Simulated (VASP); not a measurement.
A run of VASP 6.6.1 is set up as follows.

File POSCAR:

```
Li
1.0
    3.0112718914     -0.0000000167     -0.0000000289
   -1.0037572814      2.8390543715     -0.0000000289
   -1.0037572814     -1.4195271440      2.4586932325
Li
1
Direct
    0.0000000000      0.0000000000      0.0000000000
```

Contents of INCAR.step1:

```
PREC     = Accurate       # precision mode
ENCUT    = 520            # plane-wave cutoff, eV
ISMEAR   = -1             # smearing method
SIGMA    = 0.1            # smearing width, eV
LREAL    = False          # projectors in reciprocal space
LASPH    = True           # aspherical terms in the spheres
NELM     = 100            # most SCF steps
NBANDS   = 8              # bands
GGA      = PE             # functional
ALGO     = Normal         # electronic algorithm
EDIFF    = 1E-4           # SCF threshold, eV
LWAVE    = True           # write WAVECAR
LCHARG   = False          # write CHGCAR
```

File INCAR.step2:

```
PREC     = Accurate       # precision mode
ENCUT    = 520            # plane-wave cutoff, eV
EDIFF    = 1E-7           # SCF threshold, eV
ISMEAR   = -1             # smearing method
SIGMA    = 0.1            # smearing width, eV
LREAL    = False          # projectors in reciprocal space
LASPH    = True           # aspherical terms in the spheres
NELM     = 100            # most SCF steps
ALGO     = Normal         # electronic algorithm
ISIF     = 2              # what is computed and relaxed
LWAVE    = False          # write WAVECAR
LCHARG   = True           # write CHGCAR
METAGGA  = R2SCAN         # meta-GGA
LMIXTAU  = True         
LELF     = True           # ELF
LVHAR    = True         
NBANDS   = 8              # bands
ISTART   = 1
```

File KPOINTS:

```
Automatic mesh
0
Gamma
  16 16 16
```

Potentials or basis: VASP PAW PBE potentials, release 64 (Li_sv).

Run with:

```console
$ cat potpaw_PBE.64/Li_sv/POTCAR > POTCAR
$ cp INCAR.step1 INCAR
$ mpirun -np 1 vasp_std > vasp.out
$ cp INCAR.step2 INCAR
$ mpirun -np 1 vasp_std > vasp.out
```

Q: What does it give for the band gap on the k mesh?

A: Zero (an odd number of electrons rules out a gap without spin polarisation).
